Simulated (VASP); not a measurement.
A run of VASP 6.6.1 is set up as follows.

File INCAR:

```
  PREC = Accurate
  ENCUT = 600
  EDIFF = 1E-6
  ISMEAR = 0
  SIGMA = 0.1
  LREAL = False
  LASPH = True
  NELM = 60
  ALGO = Fast
  ISIF = 3
  LWAVE = False
  LCHARG = False
  GGA = PE
  IBRION = 2
  NSW = 100
  EDIFFG = -0.01
```

File KPOINTS:

```
regular mesh
0
Gamma
  10 10 10
```

Contents of POSCAR:

```
ZrSiRu4
1.0
    0.0000000000      3.6110296105      3.6110296105
    3.6110296105      0.0000000000      3.6110296105
    3.6110296105      3.6110296105      0.0000000000
Zr Si Ru
1 1 4
Direct
    0.5000000000      0.5000000000      0.5000000000
    0.7500000000      0.7500000000      0.7500000000
    0.1235493806      0.1235493806      0.6293518581
    0.6293518581      0.1235493806      0.1235493806
    0.1235493806      0.1235493806      0.1235493806
    0.1235493806      0.6293518581      0.1235493806
```

Potentials or basis: VASP PAW PBE potentials, release 64 (Zr_sv, Si, Ru_pv).

Launch:

```bash
$ cat potpaw_PBE.64/Zr_sv/POTCAR potpaw_PBE.64/Si/POTCAR potpaw_PBE.64/Ru_pv/POTCAR > POTCAR
$ mpirun -np 1 vasp_std > vasp.out
```

**Question.** Estimate the relaxed volume.

**Answer.** 15.70 Å³/atom.

**Question.** What does it give for the relaxed cell?

**Answer.** a = 5.107 Å, b = 5.107 Å, c = 5.107 Å, α = 60.00°, β = 60.00°, γ = 60.00°.

**Question.** Estimate the space group after relaxing (to 0.05 Å).

**Answer.** F-43m (No. 216).

Forces in eV/Å, atoms in the order of the input:
```
Zr   0.000  0.000  0.000
Si   0.000  0.000  0.000
Ru  -0.001 -0.001  0.001
Ru   0.001 -0.001 -0.001
Ru   0.001  0.001  0.001
Ru  -0.001  0.001 -0.001
```
